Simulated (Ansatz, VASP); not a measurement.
## NaI in VASP and in Ansatz

Contents of INCAR:

```
ALGO     = Normal         # electronic algorithm
EDIFF    = 1E-6           # SCF threshold, eV
ENCUT    = 520            # plane-wave cutoff, eV
GGA      = PE             # functional
ISIF     = 2              # what is computed and relaxed
ISMEAR   = 0              # smearing method
LASPH    = T              # aspherical terms in the spheres
LCHARG   = T              # write CHGCAR
LELF     = T              # ELF
LREAL    = F              # projectors in reciprocal space
LVHAR    = T            
LWAVE    = F              # write WAVECAR
NBANDS   = 14             # bands
NELM     = 60             # most SCF steps
PREC     = Accurate       # precision mode
SIGMA    = 0.05           # smearing width, eV
```

Contents of KPOINTS:

```
k-points
0
Gamma
  6 6 6
```

File POSCAR:

```
NaI
1.0
    0.0283185000      3.2364000000      3.2364000000
    3.2647185000      0.0000000000      3.2647185000
    3.2364000000      3.2364000000      0.0283185000
Na I
1 1
Direct
    0.0000000000      0.0000000000      0.0000000000
    0.5000000000      0.5000000000      0.5000000000
```

Input for Ansatz:

```yaml
crystal:
  lattice:
    - [0.0283185, 3.2364, 3.2364]
    - [3.2647185, 0.0, 3.2647185]
    - [3.2364, 3.2364, 0.0283185]
  atoms:
    - { symbol: Na, position: [0.0, 0.0, 0.0] }
    - { symbol: I, position: [0.5, 0.5, 0.5] }
basis:
  ecutwfc: 420
kpoints:
  mp_grid: { grid: [6, 6, 6] }
hamiltonian:
  xc: pbe
scf:
  occupations: { method: gaussian, width: 0.05 }
output:
  forces: true
  stress: true
  eigenvalues: true
```

Change from the starting cell: strain +0.0175 x Voigt [0, 0, 0, 0, 1, 0], atoms carried along.

Alike in both runs: task single point; functional PBE; k mesh 6 × 6 × 6; occupations gaussian, width 0.05 eV; no spin polarisation.

|  | VASP | Ansatz |
| --- | --- | --- |
| version | VASP 6.6.1 | Ansatz 0.2.0 |
| potentials or method | VASP PAW PBE potentials, release 64 (Na_pv, I), cutoff 520 eV | scalar-relativistic, plane waves, PAW |
| valence electrons in the cell | 14 | 26 |

|  | VASP | Ansatz | Ansatz less VASP |
| --- | --- | --- | --- |
| gap on the k mesh at the Fermi level (eV) | 3.60 | 3.60 | +0.004 |
| least direct gap on the mesh (eV) | 3.60 | 3.60 | +0.004 |
| pressure (GPa) | 0.4 | 0.4 | -0.01 |
| traceless stress, the component that is largest in VASP (GPa) | -0.13 | -0.13 | 0.000 |

VASP's potentials hold 14 valence electrons a cell and Ansatz's 26, so a difference there can come from the potentials and not from the codes.

Spin-orbit coupling is off throughout.
